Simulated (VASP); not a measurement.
# BAs (F-43m) in VASP: notebook

BAs is run at these levels: PBE; tasks: single point.

Program: VASP 6.6.1. These are calculated values, not measurements. Logs are shortened: lines on timing, memory, paths and dates and some standing lists are left out, and cuts for length are marked.

## 1. The cell of the first run

The structure is cubic, space group F-43m (No. 216). Conventional cell: a = 4.368 Å, b = 4.368 Å, c = 4.368 Å, α = 90.00°, β = 90.00°, γ = 90.00°. Within 2.5 Å of B (site symmetry -43m) lie 4 As at 1.89 Å. Within 2.5 Å of As (site symmetry -43m) lie 4 B at 1.89 Å.

## 2. Single point, PBE (N replaced by As, lengths x 1.186, strained)

Input file INCAR:

```
SYSTEM = BAs
ALGO     = Normal         ! electronic algorithm
EDIFF    = 1E-6           ! SCF threshold, eV
ENCUT    = 500            ! plane-wave cutoff, eV
GGA      = PE             ! functional
GGA_COMPAT= .False.      
ISIF     = 2              ! what is computed and relaxed
ISMEAR   = 0              ! smearing method
LASPH    = .True.         ! aspherical terms in the spheres
LCHARG   = .False.        ! write CHGCAR
LREAL    = .False.        ! projectors in reciprocal space
LWAVE    = .False.        ! write WAVECAR
NBANDS   = 11             ! bands
NELM     = 120            ! most SCF steps
PREC     = Accurate       ! precision mode
SIGMA    = 0.02           ! smearing width, eV
```

Input file KPOINTS:

```
k-points
0
Gamma
  10 10 10
  0 0 0
```

Input file POSCAR:

```
BAs
1.0
    0.0000000000      2.1842016791      2.1842016791
    2.1842016791      0.0000000000      2.1842016791
    2.1842016791      2.1842016791      0.0000000000
B As
1 1
Direct
    0.0000000000      0.0000000000      0.0000000000
    0.7500000000      0.7500000000      0.7500000000
```

Potentials or basis: VASP PAW PBE potentials, release 64 (B, As).

Run with:

```bash
$ cat potpaw_PBE.64/B/POTCAR potpaw_PBE.64/As/POTCAR > POTCAR
$ mpirun -np 1 vasp_std > vasp.out
```

OUTCAR:

```text
SYSTEM = BAs
   EDIFF = 1E-6
   ENCUT = 500
   GGA = PE
   ISIF = 2
   ISMEAR = 0
   LASPH = .True.
   LREAL = .False.
   NELM = 120
   PREC = Accurate

 ion  position               nearest neighbor table
   1  0.000  0.000  0.000-   2 1.89   2 1.89   2 1.89   2 1.89
   2  0.750  0.750  0.750-   1 1.89   1 1.89   1 1.89   1 1.89

  LATTYP: Found a face centered cubic cell.
 ALAT       =     4.3684033582

  Lattice vectors:

 A1 = (   0.0000000000,   2.1842016791,   2.1842016791)
 A2 = (   2.1842016791,   0.0000000000,   2.1842016791)
 A3 = (   2.1842016791,   2.1842016791,   0.0000000000)

Analysis of symmetry for initial positions (statically):
=====================================================================
 Subroutine PRICEL returns:
 Original cell was already a primitive cell.

 Routine SETGRP: Setting up the symmetry group for a
 face centered cubic supercell.

 Subroutine GETGRP returns: Found 24 space group operations
 (whereof 24 operations were pure point group operations)
 out of a pool of 48 trial point group operations.

The static configuration has the point symmetry T_d .

Analysis of symmetry for dynamics (positions and initial velocities):
=====================================================================
 Subroutine PRICEL returns:
 Original cell was already a primitive cell.

 Routine SETGRP: Setting up the symmetry group for a
 face centered cubic supercell.

 Subroutine GETGRP returns: Found 24 space group operations
 (whereof 24 operations were pure point group operations)
 out of a pool of 48 trial point group operations.

The dynamic configuration has the point symmetry T_d .

 Subroutine INISYM returns: Found 24 space group operations
 (whereof 24 operations are pure point group operations),
 and found     1 'primitive' translations

----------------------------------------------------------------------------------------

                                     Primitive cell

  volume of cell :      20.8405

  direct lattice vectors                    reciprocal lattice vectors
     0.000000000  2.184201679  2.184201679    -0.228916590  0.228916590  0.228916590
     2.184201679  0.000000000  2.184201679     0.228916590 -0.228916590  0.228916590
     2.184201679  2.184201679  0.000000000     0.228916590  0.228916590 -0.228916590

  length of vectors
     3.088927638  3.088927638  3.088927638     0.396495164  0.396495164  0.396495164

  position of ions in fractional coordinates (direct lattice)
     0.000000000  0.000000000  0.000000000
     0.750000000  0.750000000  0.750000000

  ion indices of the primitive-cell ions
   primitive index   ion index
                 1           1
                 2           2

----------------------------------------------------------------------------------------

 KPOINTS: k-points

Automatic generation of k-mesh.
 Grid dimensions read from file:
 generate k-points for:   10   10   10

 Generating k-lattice:

  Cartesian coordinates                     Fractional coordinates (reciprocal lattice)
    -0.022891659  0.022891659  0.022891659     0.100000000  0.000000000  0.000000000
     0.022891659 -0.022891659  0.022891659     0.000000000  0.100000000  0.000000000
     0.022891659  0.022891659 -0.022891659     0.000000000  0.000000000  0.100000000

  Length of vectors
     0.039649516  0.039649516  0.039649516

  Shift w.r.t. Gamma in fractional coordinates (k-lattice)
     0.000000000  0.000000000  0.000000000

 Subroutine IBZKPT returns following result:
 ===========================================

 Found     47 irreducible k-points:

 Following reciprocal coordinates:
            Coordinates               Weight
  0.000000  0.000000  0.000000      1.000000
  0.100000  0.000000  0.000000      8.000000
  0.200000  0.000000  0.000000      8.000000
  0.300000  0.000000  0.000000      8.000000
  0.400000  0.000000  0.000000      8.000000
  0.500000  0.000000  0.000000      4.000000
[... 16 lines left out ...]
  0.300000  0.300000  0.000000      6.000000
  0.400000  0.300000  0.000000     24.000000
 [... further k-points ...]
   k-points           NKPTS =     47   k-points in BZ     NKDIM =     47   number of bands    NBANDS=     11
   number of dos      NEDOS =    301   number of ions     NIONS =      2
   total plane-waves  NPLWV =  13824
   dimension x,y,z NGX =    24 NGY =   24 NGZ =   24
   dimension x,y,z NGXF=    48 NGYF=   48 NGZF=   48
   ions per type =               1   1
   NGX,Y,Z   is equivalent  to a cutoff of  12.92, 12.92, 12.92 a.u.
   NGXF,Y,Z  is equivalent  to a cutoff of  25.83, 25.83, 25.83 a.u.
 SYSTEM =  BAs
   PREC   = accura    normal or accurate (medium, high low for compatibility)
   ISTART =      0    job   : 0-new  1-cont  2-samecut
   ICHARG =      2    charge: 1-file 2-atom 10-const
   ISPIN  =      1    spin polarized calculation?
   LNONCOLLINEAR =      F non collinear calculations
   LSORBIT =      F    spin-orbit coupling
   LASPH  =      T    aspherical Exc in radial PAW
   ENCUT  =  500.0 eV  36.75 Ry    6.06 a.u.   5.63  5.63  5.63*2*pi/ulx,y,z
   NELM   =    120;   NELMIN=  2; NELMDL= -5     # of ELM steps
   EDIFF  = 0.1E-05   stopping-criterion for ELM
   LREAL  =      F    real-space projection
   EDIFFG = 0.1E-04   stopping-criterion for IOM
   NSW    =      0    number of steps for IOM
   IBRION =     -1    ionic relax: 0-MD 1-quasi-New 2-CG
   NFREE  =      0    steps in history (QN), initial steepest desc. (CG)
   ISIF   =      2    stress and relaxation
   ISYM   =      2    0-nonsym 1-usesym 2-fastsym
   POTIM  = 0.5000    time-step for ionic-motion
   TEBEG  =    0.0;   TEEND  =   0.0 temperature during run
   PSTRESS=    0.0 pullay stress
   NELECT =       8.0000    total number of electrons
   NUPDOWN=      -1.0000    fix difference up-down
   EMIN   =  10.00;   EMAX   =-10.00  energy-range for DOS
   EFERMI =   0.00;   METHOD = LEGACY
   ISMEAR =     0;   SIGMA  =   0.02  broadening in eV -4-tet -1-fermi 0-gaus
   EFERMI_NEDOS =   21; number of points for ismear=-14 and -15
   IALGO  =     38    algorithm
   IMIX   =      4    mixing-type and parameters
     AMIX     =   0.40;   BMIX     =  1.00
     AMIX_MAG =   1.60;   BMIX_MAG =  1.00
  volume/ion in A,a.u.               =      10.42        70.32
  Fermi-wavevector in a.u.,A,eV,Ry     =   1.189786  2.248369 19.260273  1.415590
  Thomas-Fermi vector in A             =   2.325885
   LORBIT       =      0    0 simple, 1 ext, 2 COOP (PROOUT), +10 PAW based schemes
   GGA     = PE    functional components
   LHFCALC =     F    Hartree Fock is set to
   AEXX    =    0.0000 exact exchange contribution
   IVDW    =     0    specifies the selected vdW correction
   LEPSILON=     F    determine dielectric tensor
   LRPA    =     F    only Hartree local field effects (RPA)
 non-spin polarized calculation
 Gauss-broadening in eV      SIGMA  =   0.02
  energy-cutoff  :      500.00
  volume of cell :       20.84
 maximum number of plane-waves:       544
   NGX = 11   NGY = 11   NGZ = 11

 number of electron       7.9999999 magnetization

 Free energy of the ion-electron system (eV)
  ---------------------------------------------------
  ext. energy  EPLUGINS =         0.00000000
  ---------------------------------------------------
  free energy    TOTEN  =       -10.19983691 eV

  energy without entropy =      -10.19983691  energy(sigma->0) =      -10.19983691

 E-fermi :   9.6002     XC(G=0): -11.7841

 val. band max:        9.4393452779   @ k =   0.0000   0.0000   0.0000
 cond. band min:      10.3146077178   @ k =   0.4000   0.4000   0.0000
 fundamental gap:      0.8752624399
 Fermi energy:         9.6001717185

 k-point     1 :       0.0000    0.0000    0.0000
  band No.  band energies     occupation
      1      -8.7113      2.00000
      2       9.4393      2.00000
      3       9.4393      2.00000
      4       9.4393      2.00000
      5      13.1344      0.00000
      6      13.1344      0.00000
      7      13.1344      0.00000
      8      17.6358      0.00000
      9      20.6942      0.00000
     10      23.5825      0.00000
     11      23.5825      0.00000

 k-point     2 :       0.1000    0.0000    0.0000
  band No.  band energies     occupation
      1      -8.5043      2.00000
      2       7.8119      2.00000
      3       9.0380      2.00000
      4       9.0380      2.00000
      5      13.6542      0.00000
      6      13.6542      0.00000
      7      13.6855      0.00000
      8      18.0144      0.00000
      9      21.5867      0.00000
     10      22.1151      0.00000
     11      22.1151      0.00000

 k-point     3 :       0.2000    0.0000    0.0000
  band No.  band energies     occupation
      1      -7.8886      2.00000
      2       4.9615      2.00000
      3       8.3019      2.00000
      4       8.3019      2.00000
      5      13.9797      0.00000
      6      14.5057      0.00000
      7      14.5057      0.00000
      8      18.7402      0.00000
      9      21.2611      0.00000
     10      21.2611      0.00000
     11      22.5054      0.00000

 k-point     4 :       0.3000    0.0000    0.0000
  band No.  band energies     occupation
      1      -6.8892      2.00000
      2       2.1219      2.00000
      3       7.6683      2.00000
      4       7.6683      2.00000
      5      13.9697      0.00000
      6      14.7903      0.00000
      7      14.7903      0.00000
      8      19.0102      0.00000
      9      22.0222      0.00000
     10      22.0222      0.00000
     11      22.8852      0.00000
[... 239 lines left out ...]
 k-point    22 :      -0.2000    0.2000    0.0000
  band No.  band energies     occupation
      1      -6.5526      2.00000
      2       3.1397      2.00000
      3       4.1368      2.00000
      4       7.8058      2.00000
      5      14.2279      0.00000
      6      15.3285      0.00000
      7      16.5897      0.00000
      8      18.0029      0.00000
      9      19.7344      0.00000
     10      24.0021      0.00000
     11      26.8303      0.00000

 k-point    23 :       0.3000    0.3000    0.0000
  band No.  band energies     occupation
      1      -6.2656      2.00000
      2       3.8226      2.00000
      3       5.2564      2.00000
      4       5.2564      2.00000
      5      10.6502      0.00000
      6      13.0220      0.00000
      7      19.7486      0.00000
      8      19.7486      0.00000
      9      23.1128      0.00000
     10      26.0782      0.00000
     11      28.3468      0.00000

 k-point    24 :       0.4000    0.3000    0.0000
  band No.  band energies     occupation
      1      -5.2969      2.00000
      2       2.1893      2.00000
      3       4.2416      2.00000
      4       4.8812      2.00000
      5      10.9683      0.00000
      6      12.7944      0.00000
      7      20.3774      0.00000
      8      20.4058      0.00000
      9      24.0147      0.00000
     10      27.2304      0.00000
     11      29.0169      0.00000

 [... further k-points ...]
[... 5 lines left out ...]
  --------------------------------------------------------------------------------------
  -------------------------------------------------------------------------------------
  Total        9.1017368      9.1017368      9.1017368      0.0000000      0.0000000      0.0000000
  in kB      699.7238089    699.7238089    699.7238089      0.0000000      0.0000000      0.0000000
  external PRESSURE =     699.7238089 kB  Pullay stress =       0.0000000 kB

 VOLUME and BASIS-vectors are now :
 -----------------------------------------------------------------------------
  energy-cutoff  :      500.00
  volume of cell :       20.84
      direct lattice vectors                 reciprocal lattice vectors
     0.000000000  2.184201679  2.184201679    -0.228916590  0.228916590  0.228916590
     2.184201679  0.000000000  2.184201679     0.228916590 -0.228916590  0.228916590
     2.184201679  2.184201679  0.000000000     0.228916590  0.228916590 -0.228916590

 POSITION                                       TOTAL-FORCE (eV/Angst)
 -----------------------------------------------------------------------------------
      0.00000      0.00000      0.00000        -0.000000     -0.000000     -0.000000
      3.27630      3.27630      3.27630         0.000000      0.000000      0.000000
 -----------------------------------------------------------------------------------
    total drift:                                0.000000      0.000000      0.000000

  FREE ENERGIE OF THE ION-ELECTRON SYSTEM (eV)
  ---------------------------------------------------
  free  energy   TOTEN  =       -10.1998369082 eV

  energy  without entropy=      -10.1998369082  energy(sigma->0) =      -10.19983691
```

It took 6.7 s on 1 thread of Intel Xeon 6975P-C, shared host; peak memory 0.14 GiB.

Results:

```yaml
Free_energy: -10.1998 eV
Pressure: 70.0 GPa
Band_gap_on_the_k_mesh: 0.88 eV, indirect (least direct gap 3.70 eV)
```

Caveat: the cell differs from its parent crystal (N replaced by As, lengths x 1.186, strained).

(Continued in part 2 of 2.)
